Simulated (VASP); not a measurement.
Set up this calculation in VASP 6.6.1, as the native input.

```yaml
Task: single point
Functional: PBE
Potentials_or_basis: VASP PAW PBE potentials, release 64 (In_d, As)
Cutoff: 520 eV
k_mesh: 1 × 1 × 15
Occupations: gaussian, width 0.05 eV
Spin: collinear spin
Starting_moments: "[0.5, 0.5] μB"
Dipole_correction: no
Further_INCAR_settings: ALGO = Normal; EDIFF = 1e-06; NBANDS = 20
```

The structure of InAs lies in POSCAR:

```
InAs
1.0
   10.1000000000      0.0000000000      0.0000000000
    0.0000000000      9.3000000000      0.0000000000
    0.0000000000      0.0000000000      4.4784617701
In As
1 1
Direct
    0.4451767201      0.5000000000      0.0000000000
    0.5548232799      0.5000000000      0.5000000000
```

These files were run (other wordings do the same):

INCAR

```
SYSTEM = InAs
  PREC = Accurate
  ENCUT = 520
  EDIFF = 1E-6
  ISMEAR = 0
  SIGMA = 0.05
  LREAL = .FALSE.
  LASPH = .TRUE.
  NELM = 150
  ALGO = Normal
  ISIF = 2
  LWAVE = .FALSE.
  LCHARG = .FALSE.
  ISPIN = 2
  MAGMOM = 0.5 0.5
  LORBIT = 11
  GGA = PE
  NBANDS = 20
```

KPOINTS

```
regular mesh
0
G
  1 1 15
  0 0 0
```

Potentials or basis: VASP PAW PBE potentials, release 64 (In_d, As).

Command:

```bash
$ cat potpaw_PBE.64/In_d/POTCAR potpaw_PBE.64/As/POTCAR > POTCAR
$ mpirun -np 1 vasp_std > vasp.out
```

It gave:

The largest force is 0.009 eV/Å. The band gap on the k mesh is 0.20 eV and the net moment is 0.00 μB per cell. The valence electrons inside the program's atomic spheres are In 11.37; As 2.72.

Caveat: semilocal functionals underestimate gaps, and a narrow one can read as zero; spin-orbit coupling is left out, which moves the levels of the heavy elements.

It took 3.6 min on 1 thread of AMD EPYC 9R14 (Zen 4), on a shared host, peak memory 0.61 GiB.
